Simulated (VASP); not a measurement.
Write the native input for VASP 6.6.1 that does the following.

| Item | Value |
| --- | --- |
| Task | single point |
| Functional | PBE |
| Potentials or basis | VASP PAW PBE potentials, release 64 (Zn, O) |
| Cutoff | 600 eV |
| k mesh | 2 × 2 × 2 |
| Occupations | fermi-dirac, width 0.02 eV |
| Spin | no spin polarisation |
| Dipole correction | no |
| Further INCAR settings | ALGO = Normal; EDIFF = 1e-06; NBANDS = 16 |

The structure of ZnO lies in POSCAR:

```
ZnO
1.0
    2.6461709590      0.0000000000      0.0000000000
    0.0000000000      2.6461709590      0.0000000000
    0.0000000000      0.0000000000      2.6461709590
Zn O
1 1
Direct
    0.0000000000      0.0000000000      0.0000000000
    0.5000000000      0.5000000000      0.5000000000
```

The input as run:

INCAR

```
SYSTEM = ZnO
PREC = Accurate
ENCUT = 600
EDIFF = 1E-6
ISMEAR = -1
SIGMA = 0.02
LREAL = .False.
LASPH = .True.
NELM = 120
ALGO = Normal
ISIF = 2
LWAVE = .False.
LCHARG = .False.
GGA = PE
NBANDS = 16
GGA_COMPAT = .False.
```

KPOINTS

```
Automatic mesh
0
Gamma
  2 2 2
  0 0 0
```

Potentials or basis: VASP PAW PBE potentials, release 64 (Zn, O).

Command:

```sh
$ cat potpaw_PBE.64/Zn/POTCAR potpaw_PBE.64/O/POTCAR > POTCAR
$ mpirun -np 1 vasp_std > vasp.out
```

It gave:

- Pressure: 29.2 GPa
- Band gap on the k mesh: zero (band 9 reaches 4.14 eV, above the bottom of band 10 at 3.13 eV)

Caveat: the k points lie up to 1.19 Å⁻¹ apart.

It took 1.9 s on 1 thread of Intel(R) Xeon(R) 6975P-C (Granite Rapids) (shared host), peak memory 0.13 GiB.
